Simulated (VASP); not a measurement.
A run of VASP 6.6.1 is set up as follows.

INCAR

```
PREC = Accurate
ENCUT = 520
EDIFF = 1E-7
ISMEAR = 0
SIGMA = 0.1
LREAL = F
LASPH = T
NELM = 100
ALGO = Normal
ISIF = 2
LWAVE = F
LCHARG = F
GGA = PE
NBANDS = 25
```

The input KPOINTS:

```
regular mesh
0
Gamma
  4 4 4
```

POSCAR

```
CaS4
1.0
    5.0183870700      0.0000000000      0.0000000000
    0.0000000000      5.0183870700      0.0000000000
    0.0000000000      0.0000000000      5.0183870700
Ca S
1 4
Direct
    0.5000000000      0.5000000000      0.5000000000
    0.5000000000      0.0000000000      0.0000000000
    0.0000000000      0.5000000000      0.0000000000
    0.0000000000      0.0000000000      0.5000000000
    0.0000000000      0.0000000000      0.0000000000
```

Potentials or basis: VASP PAW PBE potentials, release 64 (Ca_sv, S).

The run is started by

```bash
$ cat potpaw_PBE.64/Ca_sv/POTCAR potpaw_PBE.64/S/POTCAR > POTCAR
$ mpirun -np 1 vasp_std > vasp.out
```

Question: Estimate the band gap on the k mesh.

Answer: Zero (bands 17 and 18 overlap by 0.85 eV).

Question: What does it give for the pressure?

Answer: -8.3 GPa.

Caveat: the cell stands under tension.
